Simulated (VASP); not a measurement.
A run of VASP 6.6.1:

File INCAR:

```
  ALGO = Normal
  EDIFF = 1E-6
  ENCUT = 520
  GGA = PE
  ISIF = 2
  ISMEAR = 0
  LASPH = True
  LCHARG = False
  LREAL = False
  LWAVE = False
  NBANDS = 18
  NELM = 80
  PREC = Accurate
  SIGMA = 0.05
```

The input KPOINTS:

```
k-points
0
Gamma
  12 12 8
```

The input POSCAR:

```
PtS2
1.0
    3.5431994758      0.0000000000      0.0000000000
   -1.7715997379      3.0685007567      0.0000000000
    0.0000000000      0.0000000000      5.0388000000
Pt S
1 2
Direct
    0.0000000000      0.0000000000      0.0000000000
    0.2605925721      0.6340774617      0.2500000000
    0.6666666667      0.3333333333      0.7500000000
```

Potentials or basis: VASP PAW PBE potentials, release 64 (Pt, S).

Launch:

```console
$ cat potpaw_PBE.64/Pt/POTCAR potpaw_PBE.64/S/POTCAR > POTCAR
$ mpirun -np 1 vasp_std > vasp.out
```

Hardware: 1 thread of Intel(R) Xeon(R) 6975P-C (Granite Rapids) (shared host).

**Question.** How long does it take, and how much memory?

**Answer.** It took 3.3 min on 1 thread of Intel(R) Xeon(R) 6975P-C (Granite Rapids), with other jobs on the host, peak memory 0.61 GiB. Counts: scf iterations 14, k points 580.
